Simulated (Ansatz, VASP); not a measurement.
**Two plane-wave programs on Zr**

```
CELL_PARAMETERS angstrom
7.14912 7.14912 0.00000
7.14912 0.00000 -7.14912
0.00000 7.14912 -7.14912
ATOMIC_POSITIONS crystal
Zr 0.11504 0.61504 0.61504
Zr 0.25000 0.75000 0.75000
Zr 0.36633 0.86633 0.86633
Zr 0.00000 0.50000 0.00000
Zr 0.11504 0.61504 0.15487
Zr 0.26999 0.76999 0.23001
Zr 0.36633 0.86633 0.40101
Zr 0.00000 0.00000 0.50000
Zr 0.11504 0.15487 0.61504
Zr 0.26999 0.23001 0.76999
Zr 0.36633 0.40101 0.86633
Zr 0.00000 0.00000 0.00000
Zr 0.09899 0.13367 0.13367
Zr 0.26999 0.23001 0.23001
Zr 0.34513 0.38496 0.38496
Zr 0.50000 0.50000 0.50000
Zr 0.65487 0.61504 0.61504
Zr 0.73001 0.76999 0.76999
Zr 0.90101 0.86633 0.86633
Zr 0.50000 0.50000 0.00000
Zr 0.63367 0.59899 0.13367
Zr 0.73001 0.76999 0.23001
Zr 0.88496 0.84513 0.38496
Zr 0.50000 0.00000 0.50000
Zr 0.63367 0.13367 0.59899
Zr 0.73001 0.23001 0.76999
Zr 0.88496 0.38496 0.84513
Zr 0.50000 0.00000 0.00000
Zr 0.63367 0.13367 0.13367
Zr 0.75000 0.25000 0.25000
Zr 0.88496 0.38496 0.38496
```

Change from the starting cell: Zr vacancy, atoms relaxed.

Alike in both runs: functional PBE; k mesh 4 × 4 × 4; occupations gaussian, width 0.1 eV; no spin polarisation.

Ansatz relaxed the structure, and its values are those at the end. VASP's run is a single point on that final structure, the one shown.

|  | VASP | Ansatz |
| --- | --- | --- |
| version | VASP 6.6.1 | Ansatz 0.2.0 |
| potentials or method | VASP PAW PBE potentials, release 64 (Zr_sv), cutoff 400 eV | scalar-relativistic, plane waves, PAW |
| valence electrons in the cell | 372 | 372 |

VASP gave:

```
gap on the k mesh at the Fermi level (eV) : none
pressure (GPa)                            : -1.6
rms of the force components (eV/Å)        : 0.007
```

Question: What did Ansatz give for the same quantities?

Answer: gap on the k mesh at the Fermi level (eV): none; pressure (GPa): -1.5; rms of the force components (eV/Å): 0.006.

A gap of «none» marks a metal or a gap that the smearing closes. The functional is the same, so the differences come from potentials, cutoffs and numerics. Ansatz's warnings: stress scf threshold loose.
